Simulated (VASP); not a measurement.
A run of VASP 6.6.1:

INCAR

```
SYSTEM = Ti4C
PREC     = Accurate       ! precision mode
ENCUT    = 520            ! plane-wave cutoff, eV
EDIFF    = 1E-6           ! SCF threshold, eV
ISMEAR   = 0              ! smearing method
SIGMA    = 0.1            ! smearing width, eV
LREAL    = .False.        ! projectors in reciprocal space
LASPH    = .True.         ! aspherical terms in the spheres
NELM     = 80             ! most SCF steps
ALGO     = Fast           ! electronic algorithm
ISIF     = 2              ! what is computed and relaxed
LWAVE    = .False.        ! write WAVECAR
LCHARG   = .False.        ! write CHGCAR
LDIPOL   = .True.       
IDIPOL   = 3            
DIPOL    = 0.5 0.5 0.346
GGA      = PS             ! functional
IBRION   = 2              ! ionic algorithm
NSW      = 36             ! ionic steps
EDIFFG   = -0.025         ! ionic threshold
KPAR     = 4
```

File KPOINTS:

```
regular mesh
0
Gamma
  9 7 1
  0 0 0
```

File POSCAR:

```
Ti4C
1.0
    2.8676282151      0.0000000000      0.0000000000
    0.0000000000      4.0554387137      0.0000000000
    0.0000000000      0.0000000000     19.6054200203
Ti C
4 1
Selective dynamics
Direct
    0.5000000000      0.5000000000      0.2040252132  F F F
    0.0000000000      0.0000000000      0.2771587704  F F F
    0.5000000000      0.5000000000      0.3434213386  F F F
    0.0000000000      0.0000000000      0.4134275120  F F F
    0.3333333333      0.2000000000      0.4899369669  F F T
```

Potentials or basis: VASP PAW PBE potentials, release 64 (Ti_sv, C).

Run with:

```console
$ cat potpaw_PBE.64/Ti_sv/POTCAR potpaw_PBE.64/C/POTCAR > POTCAR
$ mpirun -np 4 vasp_std > vasp.out
```

Hardware: 4 MPI ranks on Oxide Virtual Turin-like Processor, with other jobs on the host.

Q: Estimate the wall time of this run.

A: It took 23 min on 4 MPI ranks on Oxide Virtual Turin-like Processor, on a shared host, peak memory 0.43 GiB a rank. Counts: scf iterations 153, k points 32, ion steps 4.
